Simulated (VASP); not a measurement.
Write the native input for VASP 6.6.1 that does the following.

```yaml
Task: single point
Functional: PBE
Potentials_or_basis: VASP PAW PBE potentials, release 64 (Zn, O)
Cutoff: 520 eV
k_mesh: 12 × 12 × 12
Occupations: gaussian, width 0.1 eV
Spin: collinear spin, ferromagnetic start
Starting_moments: "[0.15, 1.52, 1.52, 1.52, 1.52] μB"
Dipole_correction: no
Further_INCAR_settings: ALGO = Normal; EDIFF = 1e-06; NBANDS = 30
```

The structure of ZnO4 lies in POSCAR:

```
ZnO4
1.0
   -2.4488526348      2.4488526348      2.4488526348
    2.4488526348     -2.4488526348      2.4488526348
    2.4488526348      2.4488526348     -2.4488526348
Zn O
1 4
Direct
    0.0000000000      0.0000000000      0.0000000000
    0.5000000000      0.5000000000      0.5000000000
    0.5000000000      0.0000000000      0.0000000000
    0.0000000000      0.0000000000      0.5000000000
    0.0000000000      0.5000000000      0.0000000000
```

These files were run (other wordings do the same):

INCAR

```
SYSTEM = ZnO4
  ALGO = Normal
  EDIFF = 1E-6
  ENCUT = 520
  GGA = PE
  ISIF = 2
  ISMEAR = 0
  ISPIN = 2
  LASPH = .TRUE.
  LCHARG = .FALSE.
  LORBIT = 11
  LREAL = .FALSE.
  LWAVE = .FALSE.
  MAGMOM = 0.15 1.52 1.52 1.52 1.52
  NBANDS = 30
  NELM = 150
  PREC = Accurate
  SIGMA = 0.1
```

KPOINTS

```
k-points
0
G
  12 12 12
  0 0 0
```

Potentials or basis: VASP PAW PBE potentials, release 64 (Zn, O).

The run is started by

```console
$ cat potpaw_PBE.64/Zn/POTCAR potpaw_PBE.64/O/POTCAR > POTCAR
$ mpirun -np 1 vasp_std > vasp.out
```

Results of the run:

```
Pressure                                              : 0.2 GPa
Band gap on the k mesh                                : zero (filled and empty bands overlap)
Net moment                                            : 6.00 μB per cell
Site moments                                          : Zn +0.09; O +1.27 μB
Valence electrons inside the program's atomic spheres : Zn 10.65; O 4.70
```

Run time: 3 min on 1 thread of Intel(R) Xeon(R) Platinum 8488C (Sapphire Rapids) (shared host), peak memory 0.31 GiB.
